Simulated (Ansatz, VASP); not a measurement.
# Two plane-wave programs on Te2Mo

```
CELL_PARAMETERS angstrom
3.56325 0.00000 0.00000
-1.78163 3.08587 0.00000
0.00000 0.00000 14.73189
ATOMIC_POSITIONS crystal
Te 0.33333 0.66667 0.62852
Te 0.66667 0.33333 0.12852
Te 0.66667 0.33333 0.37148
Te 0.33333 0.66667 0.87148
Mo 0.33333 0.66667 0.25000
Mo 0.66667 0.33333 0.75000
```

Alike in both runs: functional r2SCAN; k mesh 12 × 12 × 2; occupations gaussian, width 0.02 eV; no spin polarisation.

Ansatz relaxed the structure, and its values are those at the end. VASP's run is a single point on that final structure, the one shown.

|  | VASP | Ansatz |
| --- | --- | --- |
| version | VASP 6.6.1 | Ansatz 0.2.0 |
| potentials or method | VASP PAW PBE potentials, release 64 (Te, Mo_sv), cutoff 520 eV | scalar-relativistic, plane waves, PAW |
| valence electrons in the cell | 52 | 92 |

|  | VASP | Ansatz | Ansatz less VASP |
| --- | --- | --- | --- |
| gap on the k mesh at the Fermi level (eV) | 1.05 | 1.06 | +0.009 |
| least direct gap on the mesh (eV) | 1.06 | 1.06 | -0.002 |
| pressure (GPa) | 0.1 | 0.0 | -0.11 |
| rms of the force components (eV/Å) | 0.012 | 0.000 | -0.0123 |

VASP's potentials were made for PBE, not for r2SCAN. VASP's potentials hold 52 valence electrons a cell and Ansatz's 92, so a difference there can come from the potentials and not from the codes.

Neither program's run includes spin-orbit coupling.
